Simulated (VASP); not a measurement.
# ZnO (P6_3mc) in VASP: a series of runs, part 2 of 3

VASP 6.6.1.

## (3) Electric field gradients, PBE (equal xx and yy strain of -1 %)

Input file INCAR:

```
SYSTEM = ZnO
PREC = Accurate
ENCUT = 520
EDIFF = 1E-8
ISMEAR = -1
SIGMA = 0.02
LREAL = .False.
LASPH = .True.
NELM = 100
ALGO = Normal
ISIF = 2
LWAVE = .False.
LCHARG = .False.
GGA = PE
LEFG = .True.
NBANDS = 26
```

Input file KPOINTS:

```
Automatic mesh
0
Gamma
  11 11 6
  0 0 0
```

Input file POSCAR:

```
ZnO
1.0
    3.2169047367      0.0000000000      0.0000000000
   -1.6084523683      2.7859212235      0.0000000000
    0.0000000000      0.0000000000      5.2038000000
Zn O
2 2
Direct
    0.3333333333      0.6666666667      0.0000000000
    0.6666666667      0.3333333333      0.5000000000
    0.3333333333      0.6666666667      0.3821000000
    0.6666666667      0.3333333333      0.8821000000
```

Potentials or basis: VASP PAW PBE potentials, release 64 (Zn, O).

Started as:

```sh
cat potpaw_PBE.64/Zn/POTCAR potpaw_PBE.64/O/POTCAR > POTCAR
mpirun -np 1 vasp_std > vasp.out
```

OUTCAR:

```text
SYSTEM = ZnO
   PREC = Accurate
   ENCUT = 520
   EDIFF = 1E-8
   ISMEAR = -1
   LREAL = .False.
   LASPH = .True.
   NELM = 100
   ISIF = 2
   GGA = PE

 ion  position               nearest neighbor table
   1  0.333  0.667  0.000-   4 1.96   4 1.96   4 1.96   3 1.99
   2  0.667  0.333  0.500-   3 1.96   3 1.96   3 1.96   4 1.99
   3  0.333  0.667  0.382-   2 1.96   2 1.96   2 1.96   1 1.99
   4  0.667  0.333  0.882-   1 1.96   1 1.96   1 1.96   2 1.99

  LATTYP: Found a hexagonal cell.
 ALAT       =     3.2169047367
 C/A-ratio  =     1.6176419341

  Lattice vectors:

 A1 = (   3.2169047367,   0.0000000000,   0.0000000000)
 A2 = (  -1.6084523683,   2.7859212235,   0.0000000000)
 A3 = (   0.0000000000,   0.0000000000,   5.2038000000)

Analysis of symmetry for initial positions (statically):
=====================================================================
 Subroutine PRICEL returns:
 Original cell was already a primitive cell.

 Routine SETGRP: Setting up the symmetry group for a
 hexagonal supercell.

 Subroutine GETGRP returns: Found 12 space group operations
 (whereof  6 operations were pure point group operations)
 out of a pool of 24 trial point group operations.

The static configuration has the point symmetry C_3v.
 The point group associated with its full space group is C_6v.

Analysis of symmetry for dynamics (positions and initial velocities):
=====================================================================
 Subroutine PRICEL returns:
 Original cell was already a primitive cell.

 Routine SETGRP: Setting up the symmetry group for a
 hexagonal supercell.

 Subroutine GETGRP returns: Found 12 space group operations
 (whereof  6 operations were pure point group operations)
 out of a pool of 24 trial point group operations.

The dynamic configuration has the point symmetry C_3v.
 The point group associated with its full space group is C_6v.

 Subroutine INISYM returns: Found 12 space group operations
 (whereof  6 operations are pure point group operations),
 and found     1 'primitive' translations

----------------------------------------------------------------------------------------

                                     Primitive cell

  volume of cell :      46.6367

  direct lattice vectors                    reciprocal lattice vectors
     3.216904737  0.000000000  0.000000000     0.310857822  0.179473847  0.000000000
    -1.608452368  2.785921223  0.000000000     0.000000000  0.358947694  0.000000000
     0.000000000  0.000000000  5.203800000     0.000000000  0.000000000  0.192167262

  length of vectors
     3.216904737  3.216904737  5.203800000     0.358947694  0.358947694  0.192167262

  position of ions in fractional coordinates (direct lattice)
     0.333333333  0.666666667  0.000000000
     0.666666667  0.333333333  0.500000000
     0.333333333  0.666666667  0.382100000
     0.666666667  0.333333333  0.882100000

  ion indices of the primitive-cell ions
   primitive index   ion index
                 1           1
                 2           2
                 3           3
                 4           4

----------------------------------------------------------------------------------------

[... 82 lines left out ...]
   EMIN   =  10.00;   EMAX   =-10.00  energy-range for DOS
   EFERMI =   0.00;   METHOD = LEGACY
   ISMEAR =    -1;   SIGMA  =   0.02  broadening in eV -4-tet -1-fermi 0-gaus
   EFERMI_NEDOS =   21; number of points for ismear=-14 and -15
   IALGO  =     38    algorithm
   IMIX   =      4    mixing-type and parameters
     AMIX     =   0.40;   BMIX     =  1.00
     AMIX_MAG =   1.60;   BMIX_MAG =  1.00
  volume/ion in A,a.u.               =      11.66        78.68
  Fermi-wavevector in a.u.,A,eV,Ry     =   1.501757  2.837910 30.684884  2.255275
  Thomas-Fermi vector in A             =   2.613087
   LORBIT       =      0    0 simple, 1 ext, 2 COOP (PROOUT), +10 PAW based schemes
   GGA     = PE    functional components
   LHFCALC =     F    Hartree Fock is set to
   AEXX    =    0.0000 exact exchange contribution
   IVDW    =     0    specifies the selected vdW correction
   LEPSILON=     F    determine dielectric tensor
   LRPA    =     F    only Hartree local field effects (RPA)
 non-spin polarized calculation
  energy-cutoff  :      520.00
  volume of cell :       46.64
 maximum number of plane-waves:      1282
 NGX is ok and might be reduce to    24
   NGX = 11   NGY = 11   NGZ = 19

 number of electron      36.0000005 magnetization

 Free energy of the ion-electron system (eV)
  ---------------------------------------------------
  ext. energy  EPLUGINS =         0.00000000
  ---------------------------------------------------
  free energy    TOTEN  =       -17.77435419 eV

  energy without entropy =      -17.77435419  energy(sigma->0) =      -17.77435419

 E-fermi :   1.8587     XC(G=0): -11.0211

 val. band max:        1.4053874103   @ k =   0.0000   0.0000   0.0000
 cond. band min:       2.2100843519   @ k =   0.0000   0.0000   0.0000
 fundamental gap:      0.8046969415
 Fermi energy:         1.8587246001

 k-point     1 :       0.0000    0.0000    0.0000
  band No.  band energies     occupation
      1     -16.8684      2.00000
      2     -16.1242      2.00000
      3      -4.4233      2.00000
      4      -4.4233      2.00000
      5      -4.3997      2.00000
      6      -4.3269      2.00000
[... 685 lines left out ...]
     25      14.5850      0.00000
     26      16.1034      0.00000

 [... further k-points ...]
[... 5 lines left out ...]
  --------------------------------------------------------------------------------------
  -------------------------------------------------------------------------------------
  Total        2.9387962      2.9387962      2.2589493      0.0000000      0.0000000      0.0000000
  in kB      100.9607172    100.9607172     77.6049538      0.0000000      0.0000000      0.0000000
  external PRESSURE =      93.1754627 kB  Pullay stress =       0.0000000 kB

 VOLUME and BASIS-vectors are now :
 -----------------------------------------------------------------------------
  energy-cutoff  :      520.00
  volume of cell :       46.64
      direct lattice vectors                 reciprocal lattice vectors
     3.216904737  0.000000000  0.000000000     0.310857822  0.179473847  0.000000000
    -1.608452368  2.785921223  0.000000000     0.000000000  0.358947694  0.000000000
     0.000000000  0.000000000  5.203800000     0.000000000  0.000000000  0.192167262

 POSITION                                       TOTAL-FORCE (eV/Angst)
 -----------------------------------------------------------------------------------
     -0.00000      1.85728      0.00000        -0.000000     -0.000000      0.136479
      1.60845      0.92864      2.60190         0.000000      0.000000      0.136479
     -0.00000      1.85728      1.98837         0.000000      0.000000     -0.136479
      1.60845      0.92864      4.59027        -0.000000      0.000000     -0.136479
 -----------------------------------------------------------------------------------
    total drift:                                0.000000      0.000001     -0.000295

  FREE ENERGIE OF THE ION-ELECTRON SYSTEM (eV)
  ---------------------------------------------------
  free  energy   TOTEN  =       -17.7743541886 eV

  energy  without entropy=      -17.7743541886  energy(sigma->0) =      -17.77435419

 Electric field gradients (V/A^2)
---------------------------------------------------------------------
 ion       V_xx      V_yy      V_zz      V_xy      V_xz      V_yz
---------------------------------------------------------------------
   1      -6.304    -6.308    12.612    -0.004     0.000    -0.000
   2      -6.304    -6.308    12.612    -0.004    -0.000     0.000
   3       1.036     1.032    -2.068    -0.003     0.000    -0.000
   4       1.036     1.032    -2.068    -0.003    -0.000     0.000
---------------------------------------------------------------------

 Electric field gradients after diagonalization (V/A^2)
 (convention: |V_zz| > |V_xx| > |V_yy|)
----------------------------------------------------------------------
 ion       V_xx      V_yy      V_zz     asymmetry (V_yy - V_xx)/ V_zz
----------------------------------------------------------------------
   1      -6.310    -6.302    12.612       0.001
   2      -6.310    -6.302    12.612       0.001
   3       1.037     1.031    -2.068       0.003
   4       1.037     1.031    -2.068       0.003
----------------------------------------------------------------------

           NMR quadrupolar parameters

 Cq : quadrupolar parameter    Cq=e*Q*V_zz/h
 eta: asymmetry parameters     (V_yy - V_xx)/ V_zz
 Q  : nuclear electric quadrupole moment in mb (millibarn)
----------------------------------------------------------------------
 ion       Cq(MHz)       eta       Q (mb)
----------------------------------------------------------------------
   1       0.030       0.001       1.000
   2       0.030       0.001       1.000
   3      -0.005       0.003       1.000
   4      -0.005       0.003       1.000
----------------------------------------------------------------------
```

OSZICAR:

```text
N       E                     dE             d eps       ncg     rms          rms(c)
DAV:   1     0.298801612917E+03    0.29880E+03   -0.18194E+04  3376   0.204E+03
DAV:   2     0.116020280161E+02   -0.28720E+03   -0.26892E+03  3416   0.416E+02
DAV:   3    -0.203822325963E+02   -0.31984E+02   -0.31557E+02  3696   0.140E+02
DAV:   4    -0.210171184272E+02   -0.63489E+00   -0.63345E+00  3674   0.202E+01
DAV:   5    -0.210202059455E+02   -0.30875E-02   -0.30873E-02  3590   0.147E+00    0.152E+01
DAV:   6    -0.175966787022E+02    0.34235E+01   -0.65364E+00  5158   0.610E+01    0.937E+00
DAV:   7    -0.178115191670E+02   -0.21484E+00   -0.29577E+00  3388   0.169E+01    0.558E+00
DAV:   8    -0.178227591753E+02   -0.11240E-01   -0.48985E-01  4946   0.764E+00    0.164E+00
DAV:   9    -0.177714634389E+02    0.51296E-01   -0.10514E-01  4908   0.651E+00    0.291E-01
DAV:  10    -0.177742665735E+02   -0.28031E-02   -0.37549E-02  3382   0.133E+00    0.136E-01
DAV:  11    -0.177743121508E+02   -0.45577E-04   -0.52619E-04  3546   0.205E-01    0.334E-02
DAV:  12    -0.177743529569E+02   -0.40806E-04   -0.68801E-05  3846   0.190E-01    0.211E-02
DAV:  13    -0.177743595099E+02   -0.65530E-05   -0.18508E-05  3744   0.840E-02    0.189E-02
DAV:  14    -0.177743544227E+02    0.50872E-05   -0.10584E-05  4738   0.389E-02    0.240E-03
DAV:  15    -0.177743543065E+02    0.11628E-06   -0.25761E-06  3424   0.133E-02    0.966E-04
DAV:  16    -0.177743542409E+02    0.65521E-07   -0.29431E-08  3152   0.224E-03    0.496E-04
DAV:  17    -0.177743541833E+02    0.57620E-07   -0.14480E-08  2416   0.113E-03    0.364E-04
DAV:  18    -0.177743541886E+02   -0.53033E-08   -0.19042E-09  1708   0.568E-04
   1 F= -.17774354E+02 E0= -.17774354E+02  d E =-.244953E-10
```

stdout:

```text
POSCAR found type information on POSCAR ZnO
 POSCAR found :  2 types and       4 ions
 scaLAPACK will be used
 LDA part: xc-table for (Slater+PW92), standard interpolation
 POSCAR, INCAR and KPOINTS ok, starting setup
 FFT: planning ... GRIDC
 FFT: planning ... GRID_SOFT
 FFT: planning ... GRID
 WAVECAR not read
 entering main loop
ion   1

ion   2

ion   3

ion   4
```

It took 88 s on 1 thread of Intel Xeon 8259CL, shared host; peak memory 0.2 GiB.

What came out:

```yaml
Free_energy: -17.7744 eV
Pressure: 9.3 GPa
Largest_force: 0.136 eV/Å
Band_gap_on_the_k_mesh: 0.80 eV
Largest_electric_field_gradient_by_atom: Zn +12.6; O -2.1 V/Å²
```

Forces on the atoms (eV/Å):
```
Zn   0.000  0.000  0.136
Zn   0.000  0.000  0.136
O    0.000  0.000 -0.136
O    0.000  0.000 -0.136
```

Stress tensor (GPa, compression positive):
```
10.10  0.00  0.00
 0.00 10.10  0.00
 0.00  0.00  7.76
```

Levels at points of the mesh, in eV from the valence-band top:
```csv
k point,band 15,band 16,band 17,band 18,band 19,band 20,band 21,band 22
"(0.00, 0.00, 0.00)",-0.79,-0.13,0.00,0.00,0.80,5.29,8.21,13.02
"(0.00, 0.00, 0.50)",-0.39,-0.39,-0.39,-0.39,3.48,3.48,10.09,10.09
```

Electric field gradients, principal values (V/Å²):
```
atom   least  middle  greatest (by size)
1 Zn  -6.302  -6.310              12.612
2 Zn  -6.302  -6.310              12.612
 3 O   1.031   1.037              -2.068
 4 O   1.031   1.037              -2.068
```

Caveat: the cell differs from its parent crystal (equal xx and yy strain of -1 %); the cell stands under pressure; without QUAD_EFG the Cq values of the log hold for a quadrupole moment of 1 mb, not for the nuclei.

## (4) Electric field gradients, PBE (zz strain of -1 %)

Input file INCAR:

```
PREC     = Accurate       # precision mode
ENCUT    = 520            # plane-wave cutoff, eV
EDIFF    = 1E-8           # SCF threshold, eV
ISMEAR   = -1             # smearing method
SIGMA    = 0.02           # smearing width, eV
LREAL    = F              # projectors in reciprocal space
LASPH    = T              # aspherical terms in the spheres
NELM     = 100            # most SCF steps
ALGO     = Normal         # electronic algorithm
ISIF     = 2              # what is computed and relaxed
LWAVE    = F              # write WAVECAR
LCHARG   = F              # write CHGCAR
GGA      = PE             # functional
LEFG     = T            
NBANDS   = 26             # bands
```

Input file KPOINTS:

```
Automatic mesh
0
Gamma
  11 11 6
```

Input file POSCAR:

```
ZnO
1.0
    3.2493987239      0.0000000000      0.0000000000
   -1.6246993619      2.8140618419      0.0000000000
    0.0000000000      0.0000000000      5.1517620000
Zn O
2 2
Direct
    0.3333333333      0.6666666667      0.0000000000
    0.6666666667      0.3333333333      0.5000000000
    0.3333333333      0.6666666667      0.3821000000
    0.6666666667      0.3333333333      0.8821000000
```

Potentials or basis: VASP PAW PBE potentials, release 64 (Zn, O).

Started as:

```sh
cat potpaw_PBE.64/Zn/POTCAR potpaw_PBE.64/O/POTCAR > POTCAR
mpirun -np 1 vasp_std > vasp.out
```

OUTCAR:

```text
PREC = Accurate
   ENCUT = 520
   EDIFF = 1E-8
   ISMEAR = -1
   LREAL = F
   LASPH = T
   NELM = 100
   ISIF = 2
   GGA = PE

 ion  position               nearest neighbor table
   1  0.333  0.667  0.000-   3 1.97   4 1.97   4 1.97   4 1.97
   2  0.667  0.333  0.500-   4 1.97   3 1.97   3 1.97   3 1.97
   3  0.333  0.667  0.382-   1 1.97   2 1.97   2 1.97   2 1.97
   4  0.667  0.333  0.882-   2 1.97   1 1.97   1 1.97   1 1.97

  LATTYP: Found a hexagonal cell.
 ALAT       =     3.2493987239
 C/A-ratio  =     1.5854508596

[... 925 lines left out ...]
---------------------------------------------------------------------
 ion       V_xx      V_yy      V_zz      V_xy      V_xz      V_yz
---------------------------------------------------------------------
   1      -1.463    -1.464     2.926    -0.001     0.000    -0.000
   2      -1.463    -1.464     2.926    -0.001    -0.000     0.000
   3       2.260     2.256    -4.516    -0.004     0.000    -0.000
   4       2.260     2.256    -4.516    -0.004    -0.000     0.000
---------------------------------------------------------------------

 Electric field gradients after diagonalization (V/A^2)
 (convention: |V_zz| > |V_xx| > |V_yy|)
----------------------------------------------------------------------
 ion       V_xx      V_yy      V_zz     asymmetry (V_yy - V_xx)/ V_zz
----------------------------------------------------------------------
   1      -1.464    -1.462     2.926       0.001
   2      -1.464    -1.462     2.926       0.001
   3       2.262     2.254    -4.516       0.002
   4       2.262     2.254    -4.516       0.002
----------------------------------------------------------------------

           NMR quadrupolar parameters

 Cq : quadrupolar parameter    Cq=e*Q*V_zz/h
 eta: asymmetry parameters     (V_yy - V_xx)/ V_zz
 Q  : nuclear electric quadrupole moment in mb (millibarn)
----------------------------------------------------------------------
 ion       Cq(MHz)       eta       Q (mb)
----------------------------------------------------------------------
   1       0.007       0.001       1.000
   2       0.007       0.001       1.000
   3      -0.011       0.002       1.000
   4      -0.011       0.002       1.000
----------------------------------------------------------------------
```

Wall time 36 s (1 thread of Intel Xeon 6975P-C (Granite Rapids), shared host); peak memory 0.19 GiB.

What came out:

| Item | Value |
| --- | --- |
| Free energy | -17.7989 eV |
| Pressure | 7.6 GPa |
| Largest force | 0.071 eV/Å |
| Band gap on the k mesh | 0.82 eV |
| Largest electric field gradient by atom | Zn +2.9; O -4.5 V/Å² |

Forces in eV/Å, atoms in the order of the input:
```
Zn   0.000  0.000 -0.071
Zn   0.000  0.000 -0.071
O    0.000  0.000  0.071
O    0.000  0.000  0.071
```

Electric field gradients, principal values (V/Å²):
```tsv
atom	least	middle	greatest (by size)
1 Zn	-1.462	-1.464	2.926
2 Zn	-1.462	-1.464	2.926
3 O	2.254	2.262	-4.516
4 O	2.254	2.262	-4.516
```

Caveat: the cell differs from its parent crystal (zz strain of -1 %); the cell stands under pressure; without QUAD_EFG the Cq values of the log hold for a quadrupole moment of 1 mb, not for the nuclei.

(Continued in part 3 of 3.)
